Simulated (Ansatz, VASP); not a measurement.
# BAs in VASP and in Ansatz

File INCAR:

```
  PREC = Accurate
  ENCUT = 520
  EDIFF = 1E-7
  ISMEAR = 0
  SIGMA = 0.1
  LREAL = F
  LASPH = T
  NELM = 60
  ALGO = Normal
  ISIF = 2
  LWAVE = F
  LCHARG = F
  GGA = PE
  NBANDS = 11
```

File KPOINTS:

```
regular mesh
0
Gamma
  6 6 6
```

The input POSCAR:

```
BAs
1.0
    1.4580397000      0.8417996100      4.5614131100
   -1.4580397000      0.8417996100      4.5614131100
    0.0000000000     -1.6835992300      4.5614131100
B As
1 1
Direct
    0.0000000000      0.0000000000      0.0000000000
    0.5000000000      0.5000000000      0.5000000000
```

Input for Ansatz:

```yaml
crystal:
  lattice:
    - [1.4580397, 0.84179961, 4.56141311]
    - [-1.4580397, 0.84179961, 4.56141311]
    - [0.0, -1.68359923, 4.56141311]
  atoms:
    - { symbol: B, position: [0.0, 0.0, 0.0] }
    - { symbol: As, position: [0.5, 0.5, 0.5] }
basis:
  ecutwfc: 420
kpoints:
  mp_grid: { grid: [6, 6, 6] }
hamiltonian:
  xc: pbe
scf:
  occupations: { method: gaussian, width: 0.1 }
  lower_state_search: "off"
output:
  forces: true
  stress: true
  eigenvalues: true
```

Change from the starting cell: species swapped into the FeIr type (R-3m, No. 166).

Alike in both runs: task single point; functional PBE; k mesh 6 × 6 × 6; occupations gaussian, width 0.1 eV; no spin polarisation.

|  | VASP | Ansatz |
| --- | --- | --- |
| version | VASP 6.6.1 | Ansatz 0.2.0 |
| potentials or method | VASP PAW PBE potentials, release 64 (B, As), cutoff 520 eV | scalar-relativistic, plane waves, PAW |
| valence electrons in the cell | 8 | 18 |

```tsv
	VASP	Ansatz	Ansatz less VASP
gap on the k mesh at the Fermi level (eV)	none	none	-
pressure (GPa)	-11.3	-11.3	-0.01
traceless stress, the component that is largest in VASP (GPa)	-12.01	-12.00	+0.015
```

A gap of «none» marks a metal or a gap that the smearing closes. VASP's potentials hold 8 valence electrons a cell and Ansatz's 18, so a difference there can come from the potentials and not from the codes.

The k mesh is coarse, so the values compare programs but aren't converged.
